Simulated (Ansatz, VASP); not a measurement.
**GaP: VASP beside Ansatz**

The input INCAR:

```
SYSTEM = GaP
ALGO = Normal ; EDIFF = 1E-7
ENCUT = 520 ; GGA = PE
ISIF = 2 ; ISMEAR = 0
LASPH = .TRUE. ; LCHARG = .FALSE.
LREAL = .FALSE. ; LWAVE = .FALSE.
NBANDS = 16 ; NELM = 80
PREC = Accurate ; SIGMA = 0.05
```

The input KPOINTS:

```
k-points
0
G
  10 10 10
  0 0 0
```

POSCAR

```
GaP
1.0
    0.0000000000      2.6299828226      2.7012970651
    2.7012970651      0.0000000000      2.7012970651
    2.7012970651      2.6299828226      0.0000000000
Ga P
1 1
Direct
    0.0000000000      0.0000000000      0.0000000000
    0.7500000000      0.7500000000      0.7500000000
```

Input for Ansatz:

```yaml
crystal:
  lattice:
    - [0.0, 2.6299828226, 2.7012970651]
    - [2.7012970651, 0.0, 2.7012970651]
    - [2.7012970651, 2.6299828226, 0.0]
  atoms:
    - { symbol: Ga, position: [0.0, 0.0, 0.0] }
    - { symbol: P, position: [0.75, 0.75, 0.75] }
basis:
  ecutwfc: 420
kpoints:
  mp_grid: { grid: [10, 10, 10] }
hamiltonian:
  xc: pbe
  pseudopotentials: { kind: paw, azcp: { folder: soft_1 } }
scf:
  occupations: { method: gaussian, width: 0.05 }
output:
  forces: true
  stress: true
  eigenvalues: true
```

Alike in both runs: task single point; functional PBE; k mesh 10 × 10 × 10; occupations gaussian, width 0.05 eV; no spin polarisation.

|  | VASP | Ansatz |
| --- | --- | --- |
| version | VASP 6.6.1 | Ansatz 0.2.0 |
| potentials or method | VASP PAW PBE potentials, release 64 (Ga_d, P), cutoff 520 eV | scalar-relativistic, plane waves, PAW |
| valence electrons in the cell | 18 | 18 |

Ansatz gave:

* gap on the k mesh at the Fermi level (eV): 1.25
* least direct gap on the mesh (eV): 2.17
* pressure (GPa): 7.8
* traceless stress, the component that is largest in VASP (GPa): 1.23

Task: What did VASP give for the same quantities?

Result: gap on the k mesh at the Fermi level (eV): 1.25; least direct gap on the mesh (eV): 2.17; pressure (GPa): 7.7; traceless stress, the component that is largest in VASP (GPa): 1.24.
